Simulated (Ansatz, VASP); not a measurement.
**ZrC: VASP beside Ansatz**

```
CELL_PARAMETERS angstrom
4.24257 0.00000 0.00000
0.00000 4.24257 0.00000
0.00000 0.00000 3.11236
ATOMIC_POSITIONS crystal
Zr 0.50000 0.00000 0.22827
Zr 0.00000 0.50000 0.77173
C 0.00000 0.00000 0.00000
C 0.50000 0.50000 0.00000
```

Alike in both runs: task single point; functional PBE; k mesh 8 × 8 × 12; no spin polarisation.

|  | VASP | Ansatz |
| --- | --- | --- |
| version | VASP 6.6.1 | Ansatz 0.2.0 |
| potentials or method | VASP PAW PBE potentials, release 64 (Zr_sv, C), cutoff 520 eV | scalar-relativistic, plane waves, PAW |
| occupations | tetrahedron | tetrahedron-uncorrected |
| valence electrons in the cell | 32 | 32 |

VASP gave:

| Property | Result |
| --- | --- |
| gap on the k mesh at the Fermi level (eV) | none |
| pressure (GPa) | 0.3 |
| traceless stress, the component that is largest in VASP (GPa) | -0.14 |
| rms of the force components (eV/Å) | 0.023 |

Task: What did Ansatz give for the same quantities?

Result: gap on the k mesh at the Fermi level (eV): none; pressure (GPa): 0.1; traceless stress, the component that is largest in VASP (GPa): -0.17; rms of the force components (eV/Å): 0.010.

Atom by atom the forces differ by 0.014 eV/Å (rms over components). A gap of «none» marks a metal or a gap that the smearing closes. Ansatz's warnings: band table not solved further.
